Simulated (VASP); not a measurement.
# B3As2 (R-3m) in VASP: further runs

B3As2 is run at these levels: PBE; tasks: single point.

Program: VASP 6.6.1. These are calculated values, not measurements. Logs are shortened: lines on timing, memory, paths and dates and some standing lists are left out, and cuts for length are marked.

## 1. The cell of the first run

It takes space group R-3m (No. 166, trigonal). Conventional cell: a = 3.120 Å, b = 3.120 Å, c = 20.411 Å, α = 90.00°, β = 90.00°, γ = 120.00°. Within 2.9 Å of B (site symmetry -3m) lie 6 As at 2.22 Å. Within 2.4 Å of B (site symmetry 3m) lie 3 B at 1.80 Å. Within 2.9 Å of As (site symmetry 3m) lie 9 B at 2.22 to 2.81 Å.

## 2. Single point, PBE

INCAR

```
SYSTEM = B3As2
PREC     = Accurate       ! precision mode
ENCUT    = 520            ! plane-wave cutoff, eV
EDIFF    = 1E-6           ! SCF threshold, eV
ISMEAR   = 0              ! smearing method
SIGMA    = 0.1            ! smearing width, eV
LREAL    = .FALSE.        ! projectors in reciprocal space
LASPH    = .TRUE.         ! aspherical terms in the spheres
NELM     = 100            ! most SCF steps
ALGO     = Normal         ! electronic algorithm
ISIF     = 2              ! what is computed and relaxed
LWAVE    = .FALSE.        ! write WAVECAR
LCHARG   = .FALSE.        ! write CHGCAR
GGA      = PE             ! functional
NBANDS   = 18             ! bands
```

KPOINTS

```
regular mesh
0
G
  6 6 6
  0 0 0
```

POSCAR

```
B3As2
1.0
    1.5602109390      0.9007882056      6.8035341331
   -1.5602109390      0.9007882056      6.8035341331
    0.0000000000     -1.8015764113      6.8035341331
B As
3 2
Direct
    0.0000000000      0.0000000000      0.0000000000
    0.1692864611      0.1692864611      0.1692864611
    0.8307135389      0.8307135389      0.8307135389
    0.3971484488      0.3971484488      0.3971484488
    0.6028515512      0.6028515512      0.6028515512
```

Potentials or basis: VASP PAW PBE potentials, release 64 (B, As).

The run is started by

```sh
> cat potpaw_PBE.64/B/POTCAR potpaw_PBE.64/As/POTCAR > POTCAR
> mpirun -np 1 vasp_std > vasp.out
```

OUTCAR:

```text
SYSTEM = B3As2
   PREC = Accurate
   ENCUT = 520
   EDIFF = 1E-6
   ISMEAR = 0
   LREAL = .FALSE.
   LASPH = .TRUE.
   NELM = 100
   ISIF = 2
   GGA = PE

 ion  position               nearest neighbor table
   1  0.000  0.000  0.000-   5 2.22   5 2.22   4 2.22   4 2.22   5 2.22   4 2.22
   2  0.169  0.169  0.169-   3 1.80   3 1.80   3 1.80
   3  0.831  0.831  0.831-   2 1.80   2 1.80   2 1.80
   4  0.397  0.397  0.397-   1 2.22   1 2.22   1 2.22
   5  0.603  0.603  0.603-   1 2.22   1 2.22   1 2.22

  LATTYP: Found a trigonal (rhomboedric) cell.
 ALAT       =     7.0380220421
 COS(alpha) =     0.9017131566

  Lattice vectors:

 A1 = (   1.5602109390,   0.9007882056,   6.8035341331)
 A2 = (  -1.5602109390,   0.9007882056,   6.8035341331)
 A3 = (   0.0000000000,  -1.8015764113,   6.8035341331)

Analysis of symmetry for initial positions (statically):
=====================================================================
 Subroutine PRICEL returns:
 Original cell was already a primitive cell.

 Routine SETGRP: Setting up the symmetry group for a
 trigonal (rhombohedral) supercell.

 Subroutine GETGRP returns: Found 12 space group operations
 (whereof 12 operations were pure point group operations)
 out of a pool of 12 trial point group operations.

The static configuration has the point symmetry D_3d.

Analysis of symmetry for dynamics (positions and initial velocities):
=====================================================================
 Subroutine PRICEL returns:
 Original cell was already a primitive cell.

 Routine SETGRP: Setting up the symmetry group for a
 trigonal (rhombohedral) supercell.

 Subroutine GETGRP returns: Found 12 space group operations
 (whereof 12 operations were pure point group operations)
 out of a pool of 12 trial point group operations.

The dynamic configuration has the point symmetry D_3d.

 Subroutine INISYM returns: Found 12 space group operations
 (whereof 12 operations are pure point group operations),
 and found     1 'primitive' translations

----------------------------------------------------------------------------------------

                                     Primitive cell

  volume of cell :      57.3709

  direct lattice vectors                    reciprocal lattice vectors
     1.560210939  0.900788206  6.803534133     0.320469487  0.185023145  0.048994144
    -1.560210939  0.900788206  6.803534133    -0.320469487  0.185023145  0.048994144
     0.000000000 -1.801576411  6.803534133     0.000000000 -0.370046290  0.048994144

  length of vectors
     7.038022042  7.038022042  7.038022042     0.373275612  0.373275612  0.373275612

  position of ions in fractional coordinates (direct lattice)
     0.000000000  0.000000000  0.000000000
     0.169286461  0.169286461  0.169286461
     0.830713539  0.830713539  0.830713539
     0.397148449  0.397148449  0.397148449
     0.602851551  0.602851551  0.602851551

  ion indices of the primitive-cell ions
   primitive index   ion index
                 1           1
                 2           2
                 3           3
                 4           4
                 5           5

----------------------------------------------------------------------------------------

 KPOINTS: regular mesh

Automatic generation of k-mesh.
 Grid dimensions read from file:
 generate k-points for:    6    6    6

 Generating k-lattice:

  Cartesian coordinates                     Fractional coordinates (reciprocal lattice)
     0.053411581  0.030837191  0.008165691     0.166666667  0.000000000  0.000000000
    -0.053411581  0.030837191  0.008165691     0.000000000  0.166666667  0.000000000
     0.000000000 -0.061674382  0.008165691     0.000000000  0.000000000  0.166666667

  Length of vectors
     0.062212602  0.062212602  0.062212602

  Shift w.r.t. Gamma in fractional coordinates (k-lattice)
     0.000000000  0.000000000  0.000000000

 Subroutine IBZKPT returns following result:
 ===========================================

 Found     32 irreducible k-points:

 Following reciprocal coordinates:
            Coordinates               Weight
  0.000000  0.000000  0.000000      1.000000
  0.166667 -0.000000  0.000000      6.000000
  0.333333 -0.000000  0.000000      6.000000
  0.500000 -0.000000 -0.000000      3.000000
  0.166667  0.166667  0.000000      6.000000
  0.333333  0.166667 -0.000000     12.000000
[... 16 lines left out ...]
  0.500000  0.500000  0.166667      6.000000
 -0.333333  0.500000  0.166667     12.000000
 [... further k-points ...]
   k-points           NKPTS =     32   k-points in BZ     NKDIM =     32   number of bands    NBANDS=     18
   number of dos      NEDOS =    301   number of ions     NIONS =      5
   total plane-waves  NPLWV = 157464
   dimension x,y,z NGX =    54 NGY =   54 NGZ =   54
   dimension x,y,z NGXF=   108 NGYF=  108 NGZF=  108
   ions per type =               3   2
   NGX,Y,Z   is equivalent  to a cutoff of  12.76, 12.76, 12.76 a.u.
   NGXF,Y,Z  is equivalent  to a cutoff of  25.51, 25.51, 25.51 a.u.
 SYSTEM =  B3As2
   PREC   = accura    normal or accurate (medium, high low for compatibility)
   ISTART =      0    job   : 0-new  1-cont  2-samecut
   ICHARG =      2    charge: 1-file 2-atom 10-const
   ISPIN  =      1    spin polarized calculation?
   LNONCOLLINEAR =      F non collinear calculations
   LSORBIT =      F    spin-orbit coupling
   LASPH  =      T    aspherical Exc in radial PAW
   ENCUT  =  520.0 eV  38.22 Ry    6.18 a.u.  13.09 13.09 13.09*2*pi/ulx,y,z
   NELM   =    100;   NELMIN=  2; NELMDL= -5     # of ELM steps
   EDIFF  = 0.1E-05   stopping-criterion for ELM
   LREAL  =      F    real-space projection
   EDIFFG = 0.1E-04   stopping-criterion for IOM
   NSW    =      0    number of steps for IOM
   IBRION =     -1    ionic relax: 0-MD 1-quasi-New 2-CG
   NFREE  =      0    steps in history (QN), initial steepest desc. (CG)
   ISIF   =      2    stress and relaxation
   ISYM   =      2    0-nonsym 1-usesym 2-fastsym
   POTIM  = 0.5000    time-step for ionic-motion
   TEBEG  =    0.0;   TEEND  =   0.0 temperature during run
   PSTRESS=    0.0 pullay stress
   NELECT =      19.0000    total number of electrons
   NUPDOWN=      -1.0000    fix difference up-down
   EMIN   =  10.00;   EMAX   =-10.00  energy-range for DOS
   EFERMI =   0.00;   METHOD = LEGACY
   ISMEAR =     0;   SIGMA  =   0.10  broadening in eV -4-tet -1-fermi 0-gaus
   EFERMI_NEDOS =   21; number of points for ismear=-14 and -15
   IALGO  =     38    algorithm
   IMIX   =      4    mixing-type and parameters
     AMIX     =   0.40;   BMIX     =  1.00
     AMIX_MAG =   1.60;   BMIX_MAG =  1.00
  volume/ion in A,a.u.               =      11.47        77.43
  Fermi-wavevector in a.u.,A,eV,Ry     =   1.132649  2.140397 17.454835  1.282894
  Thomas-Fermi vector in A             =   2.269351
   LORBIT       =      0    0 simple, 1 ext, 2 COOP (PROOUT), +10 PAW based schemes
   GGA     = PE    functional components
   LHFCALC =     F    Hartree Fock is set to
   AEXX    =    0.0000 exact exchange contribution
   IVDW    =     0    specifies the selected vdW correction
   LEPSILON=     F    determine dielectric tensor
   LRPA    =     F    only Hartree local field effects (RPA)
 non-spin polarized calculation
 Gauss-broadening in eV      SIGMA  =   0.10
  energy-cutoff  :      520.00
  volume of cell :       57.37
 maximum number of plane-waves:      1563
 NGX is ok and might be reduce to    54
   NGX = 27   NGY = 27   NGZ = 27

 number of electron      18.9999999 magnetization

 Free energy of the ion-electron system (eV)
  ---------------------------------------------------
  ext. energy  EPLUGINS =         0.00000000
  ---------------------------------------------------
  free energy    TOTEN  =       -25.53642889 eV

  energy without entropy =      -25.52717080  energy(sigma->0) =      -25.53179985

 E-fermi :   6.7467     XC(G=0): -11.4029

 val. band max:        6.7331759344   @ k =  -0.3333   0.1667   0.1667
 cond. band min:       6.8524260284   @ k =   0.3333   0.3333   0.3333
 fundamental gap:      0.1192500941
 Fermi energy:         6.7467123312

 k-point     1 :       0.0000    0.0000    0.0000
  band No.  band energies     occupation
      1      -9.0878      2.00000
      2      -6.3101      2.00000
      3      -4.5674      2.00000
      4       2.8152      2.00000
      5       3.7206      2.00000
      6       7.3638      0.00000
[... 10 lines left out ...]
     17      15.2106      0.00000
     18      15.4204      0.00000

 k-point     2 :       0.1667   -0.0000    0.0000
  band No.  band energies     occupation
      1      -8.5676      2.00000
      2      -5.8454      2.00000
      3      -4.0378      2.00000
      4       2.8299      2.00000
      5       4.0323      2.00000
      6       4.6076      2.00000
[... 10 lines left out ...]
     17      14.6199      0.00000
     18      15.4958      0.00000

 k-point     3 :       0.3333   -0.0000    0.0000
  band No.  band energies     occupation
      1      -7.0418      2.00000
      2      -4.5631      2.00000
      3      -2.5337      2.00000
      4      -0.0941      2.00000
      5       1.7665      2.00000
      6       3.5014      2.00000
[... 10 lines left out ...]
     17      14.3306      0.00000
     18      15.6261      0.00000

 k-point     4 :       0.5000   -0.0000   -0.0000
  band No.  band energies     occupation
      1      -5.1388      2.00000
      2      -4.2276      2.00000
      3      -1.8934      2.00000
      4      -0.8509      2.00000
      5       0.2463      2.00000
      6       0.4931      2.00000
[... 375 lines left out ...]
      4      -0.8914      2.00000
      5      -0.0045      2.00000
      6       1.3891      2.00000
[... 10 lines left out ...]
     17      14.9234      0.00000
     18      16.3481      0.00000

 k-point    23 :       0.5000    0.5000    0.1667
  band No.  band energies     occupation
      1      -6.8901      2.00000
      2      -5.2009      2.00000
      3      -1.4933      2.00000
      4       0.4925      2.00000
      5       1.2056      2.00000
      6       1.8963      2.00000
[... 10 lines left out ...]
     17      14.4180      0.00000
     18      15.5863      0.00000

 k-point    24 :      -0.3333    0.5000    0.1667
  band No.  band energies     occupation
      1      -5.4475      2.00000
      2      -4.1543      2.00000
      3      -1.7346      2.00000
      4      -0.0981      2.00000
      5       0.7179      2.00000
      6       1.8188      2.00000
[... 10 lines left out ...]
     17      14.6611      0.00000
     18      15.4937      0.00000

 [... further k-points ...]
[... 5 lines left out ...]
  --------------------------------------------------------------------------------------
  -------------------------------------------------------------------------------------
  Total        0.0708224      0.0708224      0.0794802      0.0000000     -0.0000000     -0.0000000
  in kB        1.9778309      1.9778309      2.2196161      0.0000000     -0.0000000     -0.0000000
  external PRESSURE =       2.0584260 kB  Pullay stress =       0.0000000 kB

 VOLUME and BASIS-vectors are now :
 -----------------------------------------------------------------------------
  energy-cutoff  :      520.00
  volume of cell :       57.37
      direct lattice vectors                 reciprocal lattice vectors
     1.560210939  0.900788206  6.803534133     0.320469487  0.185023145  0.048994144
    -1.560210939  0.900788206  6.803534133    -0.320469487  0.185023145  0.048994144
     0.000000000 -1.801576411  6.803534133     0.000000000 -0.370046290  0.048994144

 POSITION                                       TOTAL-FORCE (eV/Angst)
 -----------------------------------------------------------------------------------
      0.00000      0.00000      0.00000         0.000000     -0.000000     -0.000000
      0.00000     -0.00000      3.45524         0.000000      0.000000     -0.012626
      0.00000     -0.00000     16.95536         0.000000     -0.000000      0.012626
      0.00000     -0.00000      8.10604         0.000000     -0.000000      0.027739
      0.00000     -0.00000     12.30456         0.000000      0.000000     -0.027739
 -----------------------------------------------------------------------------------
    total drift:                                0.000000      0.000000     -0.000000

  FREE ENERGIE OF THE ION-ELECTRON SYSTEM (eV)
  ---------------------------------------------------
  free  energy   TOTEN  =       -25.5364288881 eV

  energy  without entropy=      -25.5271708040  energy(sigma->0) =      -25.53179985
```

Run time: 81 s. Hardware: 1 thread of Intel Xeon 6975P-C (Granite Rapids), shared host; peak memory 0.36 GiB.

What came out:

```yaml
Free_energy: -25.5364 eV
Pressure: 0.2 GPa
Largest_force: 0.028 eV/Å
```

Forces on the atoms (eV/Å):
```
B    0.000  0.000  0.000
B    0.000  0.000 -0.013
B    0.000  0.000  0.013
As   0.000  0.000  0.028
As   0.000  0.000 -0.028
```

Caveat: the k points lie up to 0.39 Å⁻¹ apart.

(Continued in part 2 of 2.)
